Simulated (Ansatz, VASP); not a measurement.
Os: VASP beside Ansatz

The input INCAR:

```
ALGO = Normal ; EDIFF = 1E-6
ENCUT = 500 ; GGA_COMPAT = F
ISIF = 2 ; ISMEAR = -1
LASPH = T ; LCHARG = F
LREAL = F ; LWAVE = F
NBANDS = 23 ; NELM = 120
PREC = Accurate ; SIGMA = 0.1
```

KPOINTS

```
k-points
0
Gamma
  13 13 8
```

POSCAR

```
Os
1.0
    2.7175247593      0.0000000000      0.0000000000
   -1.3587623796      2.3534454770      0.0000000000
    0.0000000000      0.0000000000      4.2844606214
Os
2
Direct
    0.3333333333      0.6666666667      0.2500000000
    0.6666666667      0.3333333333      0.7500000000
```

Input for Ansatz:

```yaml
crystal:
  lattice:
    - [2.7175247593, 0.0, 0.0]
    - [-1.3587623796, 2.353445477, 0.0]
    - [0.0, 0.0, 4.2844606214]
  atoms:
    - { symbol: Os, position: [0.3333333333, 0.6666666667, 0.25] }
    - { symbol: Os, position: [0.6666666667, 0.3333333333, 0.75] }
hamiltonian:
  xc: lda
  pseudopotentials:
    kind: paw
    azcp:
      Os: "pseudopotentials/Os.paw.azcp"
basis:
  ecutwfc: 800
  fft_grid_basis: typed
kpoints:
  mp_grid: { grid: [13, 13, 8], shift: [0, 0, 0] }
magnetization:
  spin_polarized: false
scf:
  occupations: { method: fermi_dirac, width: 0.1 }
  lower_state_search: "off"
output:
  stress: true
```

Alike in both runs: task single point; functional LDA; k mesh 13 × 13 × 8; occupations fermi-dirac, width 0.1 eV; no spin polarisation.

```csv
,VASP,Ansatz
version,VASP 6.6.1,Ansatz 0.2.0
potentials or method,"VASP PAW LDA potentials, release 64 (Os_sv_GW), cutoff 500 eV","plane waves (800 eV) with PAW, scalar-relativistic"
valence electrons in the cell,32,32
```

|  | VASP | Ansatz | Ansatz less VASP |
| --- | --- | --- | --- |
| pressure (GPa) | -0.6 | 0.1 | +0.69 |
| traceless stress, the component that is largest in VASP (GPa) | -0.34 | -0.50 | -0.161 |

Ansatz warns that its potentials were made for another functional, while VASP's fit it. LDA's correlation is that of Perdew and Zunger in VASP and of Perdew and Wang (1992) in Ansatz.

Neither program's run includes spin-orbit coupling.
